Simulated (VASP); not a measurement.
Here is a VASP 6.6.1 calculation.

File INCAR:

```
ALGO = Normal
DIPOL = 0.5 0.5 0.408
EDIFF = 1E-6
ENCUT = 520
GGA = PE
IDIPOL = 3
ISIF = 2
ISMEAR = 0
IVDW = 12
LASPH = True
LCHARG = False
LDIPOL = True
LREAL = False
LWAVE = False
NBANDS = 50
NELM = 80
PREC = Accurate
SIGMA = 0.05
```

KPOINTS

```
k-points
0
Gamma
  7 7 1
```

File POSCAR:

```
SnO
1.0
    3.8201636883      0.0000000000      0.0000000000
    0.0000000000      3.8201636883      0.0000000000
    0.0000000000      0.0000000000     22.2260802162
Sn O
4 4
Direct
    0.7500000000      0.2500000000      0.2024648501
    0.2500000000      0.7500000000      0.3087831971
    0.7500000000      1.2500000000      0.5067488283
    1.2500000000      0.7500000000      0.6130671753
    0.2500000000      0.2500000000      0.2556240236
    0.7500000000      0.7500000000      0.2556240236
    1.2500000000      1.2500000000      0.5599080018
    0.7500000000      0.7500000000      0.5599080018
```

Potentials or basis: VASP PAW PBE potentials, release 64 (Sn_d, O).

Command:

```sh
$ cat potpaw_PBE.64/Sn_d/POTCAR potpaw_PBE.64/O/POTCAR > POTCAR
$ mpirun -np 1 vasp_std > vasp.out
```

Question: Estimate the dispersion energy per atom.

Answer: -0.153 eV.

Question: Estimate the band gap on the k mesh.

Answer: 2.61 eV, indirect (least direct gap 2.63 eV).

Question: What does it give for the largest force?

Answer: 0.179 eV/Å.

Forces in eV/Å, atoms in the order of the input:
```
Sn   0.000  0.000 -0.082
Sn   0.000  0.000  0.179
Sn   0.000  0.000 -0.179
Sn   0.000  0.000  0.082
O    0.000  0.000  0.009
O    0.000  0.000  0.009
O    0.000  0.000 -0.009
O    0.000  0.000 -0.009
```

Caveat: spin-orbit coupling is left out, which moves the levels of the heavy elements.
